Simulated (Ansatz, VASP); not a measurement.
## One calculation of AgO2, two programs

The input INCAR:

```
SYSTEM = AgO2
PREC = Accurate ; ENCUT = 600
EDIFF = 1E-6 ; ISMEAR = 0
SIGMA = 0.2 ; LREAL = .FALSE.
LASPH = .TRUE. ; NELM = 100
ALGO = Normal ; ISIF = 3
LWAVE = .FALSE. ; LCHARG = .FALSE.
GGA = PE ; IBRION = 2
NSW = 36 ; EDIFFG = -0.08
```

Contents of KPOINTS:

```
regular mesh
0
G
  4 3 5
  0 0 0
```

The input POSCAR:

```
AgO2
1.0
    4.1100000000      0.0000000000      0.0000000000
    0.0000000000      5.3500000000      0.0000000000
    0.0000000000      0.0000000000      3.3200000000
Ag O
2 4
Direct
    0.0000000000      0.0000000000      0.0000000000
    0.5000000000      0.5000000000      0.5000000000
    0.8800000000      0.5850000000      0.0000000000
    0.1200000000      0.4150000000      0.0000000000
    0.3800000000      0.9150000000      0.5000000000
    0.6200000000      0.0850000000      0.5000000000
```

Input for Ansatz:

```yaml
crystal:
  lattice:
    - [4.11, 0.0, 0.0]
    - [0.0, 5.35, 0.0]
    - [0.0, 0.0, 3.32]
  atoms:
    - { symbol: Ag, position: [0.0, 0.0, 0.0] }
    - { symbol: Ag, position: [0.5, 0.5, 0.5] }
    - { symbol: O, position: [0.88, 0.585, 0.0] }
    - { symbol: O, position: [0.12, 0.415, 0.0] }
    - { symbol: O, position: [0.38, 0.915, 0.5] }
    - { symbol: O, position: [0.62, 0.085, 0.5] }
basis:
  ecutwfc: 420
kpoints:
  mp_grid: { grid: [4, 3, 5] }
hamiltonian:
  xc: pbe
scf:
  occupations: { method: gaussian, width: 0.2 }
  lower_state_search: "off"
output:
  forces: true
  stress: true
  eigenvalues: true
relax:
  adjacent_minimum: "off"
  f_tol: 0.08
  max_steps: 16
  cell: { stress_tol: 0.8 }
```

Alike in both runs: task relaxation of cell and atoms; functional PBE; k mesh 4 × 3 × 5; occupations gaussian, width 0.2 eV; no spin polarisation.

|  | VASP | Ansatz |
| --- | --- | --- |
| version | VASP 6.6.1 | Ansatz 0.2.0 |
| potentials or method | VASP PAW PBE potentials, release 64 (Ag, O), cutoff 600 eV | scalar-relativistic, plane waves, PAW |
| valence electrons in the cell | 46 | 62 |

|  | VASP | Ansatz | Ansatz less VASP |
| --- | --- | --- | --- |
| gap on the k mesh at the Fermi level, each at its own relaxed structure (eV) | none | none | - |
| relaxed volume (Å³/atom) | 13.17 | 13.20 | +0.035 |
| relaxed cell length with the largest relative difference (Å) | 4.244 | 4.211 | -0.0335 |

A gap of «none» marks a metal or a gap that the smearing closes. VASP's potentials hold 46 valence electrons a cell and Ansatz's 62, so a difference there can come from the potentials and not from the codes.

The k mesh is coarse, so the values compare programs but aren't converged.
